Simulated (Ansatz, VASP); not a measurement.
# MgO: VASP beside Ansatz

POSCAR

```
MgO
1.0
    3.4841042127      0.0000000000      0.0000000000
   -1.7420521064      3.0173227576      0.0000000000
    0.0000000000      0.0000000000      4.1856875957
Mg O
2 2
Direct
    0.6666666667      0.3333333333      0.7500000000
    0.3333333333      0.6666666667      0.2500000000
    0.6495111241      0.3802031473      0.2500000000
    0.3333333333      0.6666666667      0.7500000000
```

File INCAR.step1:

```
SYSTEM = MgO
PREC = Accurate ; ENCUT = 520
ISMEAR = 0 ; SIGMA = 0.05
LREAL = .FALSE. ; LASPH = .TRUE.
NELM = 60 ; NBANDS = 16
GGA = PE ; ALGO = Normal
EDIFF = 1E-4 ; LWAVE = .TRUE.
LCHARG = .FALSE.
```

File INCAR.step2:

```
SYSTEM = MgO
PREC = Accurate ; ENCUT = 520
EDIFF = 1E-7 ; ISMEAR = 0
SIGMA = 0.05 ; LREAL = .FALSE.
LASPH = .TRUE. ; NELM = 60
ALGO = Normal ; ISIF = 2
LWAVE = .FALSE. ; LCHARG = .FALSE.
METAGGA = R2SCAN ; LMIXTAU = .TRUE.
NBANDS = 16 ; ISTART = 1
```

Contents of KPOINTS:

```
Automatic mesh
0
G
  6 6 6
  0 0 0
```

Input for Ansatz:

```yaml
crystal:
  lattice:
    - [3.4841042127, 0.0, 0.0]
    - [-1.7420521064, 3.0173227576, 0.0]
    - [0.0, 0.0, 4.1856875957]
  atoms:
    - { symbol: Mg, position: [0.6666666667, 0.3333333333, 0.75] }
    - { symbol: Mg, position: [0.3333333333, 0.6666666667, 0.25] }
    - { symbol: O, position: [0.6495111241, 0.3802031473, 0.25] }
    - { symbol: O, position: [0.3333333333, 0.6666666667, 0.75] }
basis:
  ecutwfc: 500
kpoints:
  mp_grid: { grid: [6, 6, 6] }
hamiltonian:
  xc: r2scan
scf:
  occupations: { method: gaussian, width: 0.05 }
output:
  forces: true
  stress: true
  eigenvalues: true
```

Alike in both runs: task single point; functional r2SCAN; k mesh 6 × 6 × 6; occupations gaussian, width 0.05 eV; no spin polarisation.

|  | VASP | Ansatz |
| --- | --- | --- |
| version | VASP 6.6.1 | Ansatz 0.2.0 |
| potentials or method | VASP PAW PBE potentials, release 64 (Mg, O), cutoff 520 eV | scalar-relativistic, plane waves, PAW |
| valence electrons in the cell | 16 | 32 |

VASP gave:

| Quantity | Value |
| --- | --- |
| gap on the k mesh at the Fermi level (eV) | 4.00 |
| least direct gap on the mesh (eV) | 4.00 |
| pressure (GPa) | 1.6 |
| traceless stress, the component that is largest in VASP (GPa) | 6.47 |
| rms of the force components (eV/Å) | 1.096 |

**Question.** What did Ansatz give for the same quantities?

**Answer.** gap on the k mesh at the Fermi level (eV): 4.01; least direct gap on the mesh (eV): 4.01; pressure (GPa): 2.3; traceless stress, the component that is largest in VASP (GPa): 6.25; rms of the force components (eV/Å): 1.076.

VASP's potentials were made for PBE, not for r2SCAN. Atom by atom the forces differ by 0.020 eV/Å (rms over components). The functional is the same, so the differences come from potentials, cutoffs and numerics. VASP's potentials hold 16 valence electrons a cell and Ansatz's 32, so a difference there can come from the potentials and not from the codes.
